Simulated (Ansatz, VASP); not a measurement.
## One calculation of Ti, two programs

File INCAR:

```
SYSTEM = Ti
PREC = Accurate
ENCUT = 400
EDIFF = 1E-8
ISMEAR = -1
SIGMA = 0.05
LREAL = .FALSE.
LASPH = .TRUE.
NELM = 120
ALGO = Normal
ISIF = 2
LWAVE = .FALSE.
LCHARG = .FALSE.
GGA = PE
LEFG = .TRUE.
NBANDS = 12
GGA_COMPAT = .FALSE.
```

Contents of KPOINTS:

```
regular mesh
0
G
  15 15 15
  0 0 0
```

Contents of POSCAR:

```
Ti
1.0
    0.0000000000      2.0300000000      1.9691000000
    2.0300000000      0.0000000000      1.9691000000
    2.0300000000      2.0300000000      0.0000000000
Ti
1
Direct
    0.0000000000      0.0000000000      0.0000000000
```

Input for Ansatz:

```yaml
crystal:
  lattice:
    - [0.0, 2.03, 1.9691]
    - [2.03, 0.0, 1.9691]
    - [2.03, 2.03, 0.0]
  atoms:
    - { symbol: Ti, position: [0.0, 0.0, 0.0] }
kpoints:
  mp_grid: { grid: [15, 15, 15] }
scf:
  occupations: { method: fermi_dirac, width: 0.05 }
hamiltonian:
  xc: pbe
  pseudopotentials: { kind: all_electron, datasets: crystal }
output:
  forces: true
  stress: true
  eigenvalues: true
  efg: { contact_densities: true }
```

Change from the starting cell: zz strain of -3 %, crystal datasets.

Alike in both runs: task electric field gradients; functional PBE; k mesh 15 × 15 × 15; occupations fermi-dirac, width 0.05 eV; no spin polarisation.

```csv
,VASP,Ansatz
version,VASP 6.6.1,Ansatz 0.2.0
potentials or method,"VASP PAW PBE potentials, release 64 (Ti_sv), cutoff 400 eV","all-electron PAW with datasets made for the crystal, scalar-relativistic"
```

|  | VASP | Ansatz | Ansatz less VASP |
| --- | --- | --- | --- |
| pressure (GPa) | 7.2 | 8.4 | +1.20 |
| traceless stress, the component that is largest in VASP (GPa) | 0.91 | 0.89 | -0.019 |
| size of Vzz on the site where it differs most (V/Å²) | 1.7 | 1.8 | +0.08 |

Ansatz ran all-electron here, and VASP with PAW potentials.
